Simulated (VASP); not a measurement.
Crystal: BeAl2H2C.

```
CELL_PARAMETERS angstrom
3.72238 0.00000 0.00000
0.00000 3.72238 0.00000
0.00000 0.00000 5.00499
ATOMIC_POSITIONS crystal
Be 0.00000 0.00000 0.00000
Al 0.50000 0.50000 0.25370
Al 0.50000 0.50000 0.74630
H 0.00000 0.50000 0.00000
H 0.50000 0.00000 0.00000
C 0.00000 0.00000 0.50000
```

```yaml
Program: VASP 6.6.1
Task: relaxation of cell and atoms
Functional: PBE
Potentials_or_basis: VASP PAW PBE potentials, release 64 (Be, Al, H, C)
Cutoff: 600 eV
k_mesh: 6 × 6 × 4
Occupations: gaussian, width 0.1 eV
Spin: no spin polarisation
```

At the start: pressure -15.9 GPa; volume 11.56 Å³/atom.

Task: Where does the relaxation end?

Result: Over 11 steps the energy falls by 195.7 meV/atom and the volume is 8.66 Å³/atom (-25.1 %); space group P4/mmm (No. 123, to 0.05 Å).

Step by step:
| step | energy change (eV) | largest force (eV/Å) | pressure (GPa) | volume (Å³) |
| --- | --- | --- | --- | --- |
| 1 | 0.0000 | 0.5826 | -15.92 | 69.35 |
| 2 | -0.8976 | 0.1807 | -8.19 | 58.44 |
| 3 | -1.0463 | 0.8147 | -1.89 | 53.93 |
| 4 | -1.0512 | 0.9801 | -0.22 | 52.99 |
| 5 | -1.0842 | 1.5457 | 3.00 | 50.75 |
| 6 | -1.1261 | 0.5334 | 1.09 | 51.74 |
| 7 | -1.1604 | 0.1162 | 0.77 | 51.79 |
| 8 | -1.1719 | 0.1815 | 0.39 | 51.83 |
| 9 | -1.1721 | 0.2165 | 0.36 | 51.84 |
| 10 | -1.1727 | 0.2511 | -0.20 | 52.03 |
| 11 | -1.1742 | 0.0279 | 0.06 | 51.94 |

Final structure:
```
CELL_PARAMETERS angstrom
3.27254 0.00000 0.00000
0.00000 3.27254 0.00000
0.00000 0.00000 4.84958
ATOMIC_POSITIONS crystal
Be 0.00000 0.00000 0.00000
Al 0.50000 0.50000 0.26391
Al 0.50000 0.50000 0.73609
H 0.00000 0.50000 0.00000
H 0.50000 0.00000 0.00000
C 0.00000 0.00000 0.50000
```

Caveat: the volume moved by over 15 % at a fixed basis, so the end points are rough.
